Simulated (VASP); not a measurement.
NaH, 2 atoms in the cell. Symmetry: Fm-3m, No. 225, cubic system. Conventional cell: a = 4.780 Å, b = 4.780 Å, c = 4.780 Å, α = 90.00°, β = 90.00°, γ = 90.00°. Na (site symmetry m-3m) has 6 H at 2.39 Å within 3.2 Å. Within 3.2 Å of H (site symmetry m-3m) lie 6 Na at 2.39 Å. 

- Program: VASP 6.6.1
- Task: electric field gradients
- Functional: PBEsol
- Potentials or basis: VASP PAW PBE potentials, release 64 (Na_pv, H)
- Cutoff: 520 eV
- k mesh: 9 × 9 × 9
- Occupations: fermi-dirac, width 0.03 eV
- Spin: no spin polarisation
- Dipole correction: no
- Further INCAR settings: ALGO = Normal; EDIFF = 1e-08; NBANDS = 11

Potentials or basis: VASP PAW PBE potentials, release 64 (Na_pv, H).

Run with:

```console
$ cat potpaw_PBE.64/Na_pv/POTCAR potpaw_PBE.64/H/POTCAR > POTCAR
$ mpirun -np 1 vasp_std > vasp.out
```

Hardware: 1 thread of Intel Xeon 8259CL, on a shared host.

Q: Estimate the wall time of this run.

A: It took 20 s on 1 thread of Intel Xeon 8259CL, with other jobs on the host, peak memory 0.15 GiB. Counts: scf iterations 13, k points 35.
